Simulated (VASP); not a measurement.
# V (Im-3m) in VASP: further runs

The runs below take V through single point, with PBEsol.

All numbers are computed with VASP 6.6.1; they aren't measurements. Logs are shortened: lines on timing, memory, paths and dates and some standing lists are left out, and cuts for length are marked.

**1. The cell of the first run**

The structure is cubic, space group Im-3m (No. 229). Conventional cell: a = 2.958 Å, b = 2.958 Å, c = 2.958 Å, α = 90.00°, β = 90.00°, γ = 90.00°. V (site symmetry m-3m) has 14 V at 2.56 to 2.96 Å within 3.4 Å.

**2. Single point, PBEsol**

File INCAR:

```
PREC = Accurate
ENCUT = 520
EDIFF = 1E-6
ISMEAR = 0
SIGMA = 0.05
LREAL = F
LASPH = T
NELM = 80
ALGO = Normal
ISIF = 2
LWAVE = F
LCHARG = T
GGA = PS
LELF = T
LVHAR = T
NBANDS = 12
```

File KPOINTS:

```
Automatic mesh
0
Gamma
  20 20 20
```

File POSCAR:

```
V
1.0
   -1.4792009239      1.4792009239      1.4792009239
    1.4792009239     -1.4792009239      1.4792009239
    1.4792009239      1.4792009239     -1.4792009239
V
1
Direct
    0.0000000000      0.0000000000      0.0000000000
```

Potentials or basis: VASP PAW PBE potentials, release 64 (V_sv).

Command:

```sh
$ cat potpaw_PBE.64/V_sv/POTCAR > POTCAR
$ mpirun -np 1 vasp_std > vasp.out
```

OUTCAR:

```text
PREC = Accurate
   ENCUT = 520
   EDIFF = 1E-6
   ISMEAR = 0
   LREAL = F
   LASPH = T
   NELM = 80
   ISIF = 2
   GGA = PS

 ion  position               nearest neighbor table
   1  0.000  0.000  0.000-

  LATTYP: Found a body centered cubic cell.
 ALAT       =     2.9584018478

  Lattice vectors:

 A1 = (  -1.4792009239,   1.4792009239,   1.4792009239)
 A2 = (   1.4792009239,  -1.4792009239,   1.4792009239)
 A3 = (   1.4792009239,   1.4792009239,  -1.4792009239)

Analysis of symmetry for initial positions (statically):
=====================================================================
 Subroutine PRICEL returns:
 Original cell was already a primitive cell.

 Routine SETGRP: Setting up the symmetry group for a
 body centered cubic supercell.

 Subroutine GETGRP returns: Found 48 space group operations
 (whereof 48 operations were pure point group operations)
 out of a pool of 48 trial point group operations.

The static configuration has the point symmetry O_h .

Analysis of symmetry for dynamics (positions and initial velocities):
=====================================================================
 Subroutine PRICEL returns:
 Original cell was already a primitive cell.

 Routine SETGRP: Setting up the symmetry group for a
 body centered cubic supercell.

 Subroutine GETGRP returns: Found 48 space group operations
 (whereof 48 operations were pure point group operations)
 out of a pool of 48 trial point group operations.

The dynamic configuration has the point symmetry O_h .

 Subroutine INISYM returns: Found 48 space group operations
 (whereof 48 operations are pure point group operations),
 and found     1 'primitive' translations

----------------------------------------------------------------------------------------

                                     Primitive cell

  volume of cell :      12.9462

  direct lattice vectors                    reciprocal lattice vectors
    -1.479200924  1.479200924  1.479200924     0.000000000  0.338020341  0.338020341
     1.479200924 -1.479200924  1.479200924     0.338020341  0.000000000  0.338020341
     1.479200924  1.479200924 -1.479200924     0.338020341  0.338020341  0.000000000

  length of vectors
     2.562051155  2.562051155  2.562051155     0.478032950  0.478032950  0.478032950

  position of ions in fractional coordinates (direct lattice)
     0.000000000  0.000000000  0.000000000

  ion indices of the primitive-cell ions
   primitive index   ion index
                 1           1

[... 72 lines left out ...]
   LREAL  =      F    real-space projection
   EDIFFG = 0.1E-04   stopping-criterion for IOM
   NSW    =      0    number of steps for IOM
   IBRION =     -1    ionic relax: 0-MD 1-quasi-New 2-CG
   NFREE  =      0    steps in history (QN), initial steepest desc. (CG)
   ISIF   =      2    stress and relaxation
   ISYM   =      2    0-nonsym 1-usesym 2-fastsym
   POTIM  = 0.5000    time-step for ionic-motion
   TEBEG  =    0.0;   TEEND  =   0.0 temperature during run
   PSTRESS=    0.0 pullay stress
   NELECT =      13.0000    total number of electrons
   NUPDOWN=      -1.0000    fix difference up-down
   EMIN   =  10.00;   EMAX   =-10.00  energy-range for DOS
   EFERMI =   0.00;   METHOD = LEGACY
   ISMEAR =     0;   SIGMA  =   0.05  broadening in eV -4-tet -1-fermi 0-gaus
   EFERMI_NEDOS =   21; number of points for ismear=-14 and -15
   IALGO  =     38    algorithm
   IMIX   =      4    mixing-type and parameters
     AMIX     =   0.40;   BMIX     =  1.00
     AMIX_MAG =   1.60;   BMIX_MAG =  1.00
  volume/ion in A,a.u.               =      12.95        87.37
  Fermi-wavevector in a.u.,A,eV,Ry     =   1.639364  3.097949 36.565861  2.687515
  Thomas-Fermi vector in A             =   2.730182
   LORBIT       =      0    0 simple, 1 ext, 2 COOP (PROOUT), +10 PAW based schemes
   GGA     = PS    functional components
   LHFCALC =     F    Hartree Fock is set to
   AEXX    =    0.0000 exact exchange contribution
   IVDW    =     0    specifies the selected vdW correction
   LEPSILON=     F    determine dielectric tensor
   LRPA    =     F    only Hartree local field effects (RPA)
 non-spin polarized calculation
 Gauss-broadening in eV      SIGMA  =   0.05
  energy-cutoff  :      520.00
  volume of cell :       12.95
 maximum number of plane-waves:       370
   NGX =  9   NGY =  9   NGZ =  9

 number of electron      13.0000002 magnetization

 Free energy of the ion-electron system (eV)
  ---------------------------------------------------
  ext. energy  EPLUGINS =         0.00000000
  ---------------------------------------------------
  free energy    TOTEN  =        -9.63586274 eV

  energy without entropy =       -9.63347910  energy(sigma->0) =       -9.63467092

 E-fermi :  10.0493     XC(G=0): -13.2779

 val. band max:       10.0442019765   @ k =  -0.2000   0.2500   0.0500
 cond. band min:      10.0543165018   @ k =   0.3000   0.0000   0.0000
 fundamental gap:      0.0101145253
 Fermi energy:        10.0493036884

 k-point     1 :       0.0000    0.0000    0.0000
  band No.  band energies     occupation
      1     -53.3729      2.00000
      2     -26.7045      2.00000
      3     -26.7045      2.00000
      4     -26.7045      2.00000
      5       3.3815      2.00000
      6      10.4787      0.00000
      7      10.4787      0.00000
      8      10.4787      0.00000
      9      12.5857      0.00000
     10      12.5857      0.00000
     11      30.8598      0.00000
     12      30.8598      0.00000
[... 331 lines left out ...]
 k-point    24 :       0.2500    0.1000    0.0000
  band No.  band energies     occupation
      1     -53.2102      2.00000
      2     -27.4009      2.00000
      3     -26.9269      2.00000
      4     -26.7447      2.00000
      5       6.4442      2.00000
      6       9.3521      2.00000
      7       9.7741      2.00000
      8      12.1940      0.00000
      9      12.8981      0.00000
     10      13.1949      0.00000
     11      25.1898      0.00000
     12      27.5746      0.00000

 [... further k-points ...]
[... 5 lines left out ...]
  --------------------------------------------------------------------------------------
  -------------------------------------------------------------------------------------
  Total        0.0197996      0.0197996      0.0197996      0.0000000      0.0000000     -0.0000000
  in kB        2.4503336      2.4503336      2.4503336      0.0000000      0.0000000     -0.0000000
  external PRESSURE =       2.4503336 kB  Pullay stress =       0.0000000 kB

 VOLUME and BASIS-vectors are now :
 -----------------------------------------------------------------------------
  energy-cutoff  :      520.00
  volume of cell :       12.95
      direct lattice vectors                 reciprocal lattice vectors
    -1.479200924  1.479200924  1.479200924     0.000000000  0.338020341  0.338020341
     1.479200924 -1.479200924  1.479200924     0.338020341  0.000000000  0.338020341
     1.479200924  1.479200924 -1.479200924     0.338020341  0.338020341  0.000000000

 POSITION                                       TOTAL-FORCE (eV/Angst)
 -----------------------------------------------------------------------------------
      0.00000      0.00000      0.00000        -0.000000     -0.000000     -0.000000
 -----------------------------------------------------------------------------------
    total drift:                                0.000000     -0.000000      0.000000

  FREE ENERGIE OF THE ION-ELECTRON SYSTEM (eV)
  ---------------------------------------------------
  free  energy   TOTEN  =        -9.6358627389 eV

  energy  without entropy=       -9.6334791027  energy(sigma->0) =       -9.63467092
```

stdout:

```text
POSCAR found type information on POSCAR V
 POSCAR found :  1 types and       1 ions
 scaLAPACK will be used
 -----------------------------------------------------------------------------
|                                                                             |
|                                                                             |
|     You enforced a specific xc type in the INCAR file but a different       |
|     I HOPE YOU KNOW WHAT YOU ARE DOING!                                     |
|                                                                             |
 -----------------------------------------------------------------------------

 LDA part: xc-table for (Slater+PW92), standard interpolation
 POSCAR, INCAR and KPOINTS ok, starting setup
 FFT: planning ... GRIDC
 FFT: planning ... GRID_SOFT
 FFT: planning ... GRID
 WAVECAR not read
 entering main loop
```

Run time: 15 s. Hardware: 1 thread of Intel Xeon 6975P-C (Granite Rapids), shared host; peak memory 0.15 GiB.

What came out:

```yaml
Free_energy: -9.6359 eV
Pressure: 0.2 GPa
```

Caveat: the PAW data sets were made with another functional, which shifts forces and pressure a little.

**3. Single point, PBEsol, collinear spin, ferromagnetic start**

This run uses another cell than the first one, of 12.78 Å³/atom, 0.987 times its volume.

File INCAR:

```
PREC     = Accurate       # precision mode
ENCUT    = 520            # plane-wave cutoff, eV
EDIFF    = 1E-7           # SCF threshold, eV
ISMEAR   = 0              # smearing method
SIGMA    = 0.05           # smearing width, eV
LREAL    = F              # projectors in reciprocal space
LASPH    = T              # aspherical terms in the spheres
NELM     = 150            # most SCF steps
ALGO     = Normal         # electronic algorithm
ISIF     = 2              # what is computed and relaxed
LWAVE    = F              # write WAVECAR
LCHARG   = F              # write CHGCAR
ISPIN    = 2              # spin polarisation
MAGMOM   = 0.05           # initial moments
LORBIT   = 11             # projections on sites
LMAXMIX  = 4              # l up to which the mixer works
GGA      = PS             # functional
NBANDS   = 16             # bands
```

File KPOINTS:

```
regular mesh
0
Gamma
  20 20 20
```

File POSCAR:

```
V
1.0
   -1.4728035427      1.4728035427      1.4728035427
    1.4728035427     -1.4728035427      1.4728035427
    1.4728035427      1.4728035427     -1.4728035427
V
1
Direct
    0.0000000000      0.0000000000      0.0000000000
```

Potentials or basis: VASP PAW PBE potentials, release 64 (V_sv).

Command:

```sh
$ cat potpaw_PBE.64/V_sv/POTCAR > POTCAR
$ mpirun -np 1 vasp_std > vasp.out
```

It took 41 s on 1 thread of Intel Xeon 6975P-C (Granite Rapids), shared host; peak memory 0.19 GiB.

It converged, with:

- Free energy: -9.6341 eV
- Pressure: 2.9 GPa
- Net moment: 0.00 μB per cell
- Valence electrons inside the program's atomic spheres: V 11.75

Levels at points of the mesh, in eV from the Fermi level:
Spin up:
| k point | band 3 | band 4 | band 5 | band 6 | band 7 | band 8 | band 9 | band 10 |
| --- | --- | --- | --- | --- | --- | --- | --- | --- |
| (0.00, 0.00, 0.00) | -36.72 | -36.72 | -6.69 | 0.43 | 0.43 | 0.43 | 2.57 | 2.57 |
| (0.50, 0.00, 0.00) | -37.05 | -36.73 | -3.36 | -1.23 | 1.86 | 2.59 | 2.97 | 4.44 |
| (0.50, 0.50, 0.50) | -37.44 | -37.44 | -3.25 | -3.25 | 4.02 | 4.02 | 4.02 | 10.70 |
Spin down:
```tsv
k point	band 2	band 3	band 4	band 5	band 6	band 7	band 8	band 9	band 10	band 11
(0.00, 0.00, 0.00)	-36.72	-36.72	-36.72	-6.69	0.43	0.43	0.43	2.57	2.57	20.91
(0.50, 0.00, 0.00)	-37.79	-37.05	-36.73	-3.36	-1.23	1.86	2.59	2.97	4.44	10.86
(0.50, 0.50, 0.50)	-37.44	-37.44	-37.44	-3.25	-3.25	4.02	4.02	4.02	10.70	10.70
```

Caveat: the PAW data sets were made with another functional, which shifts forces and pressure a little.
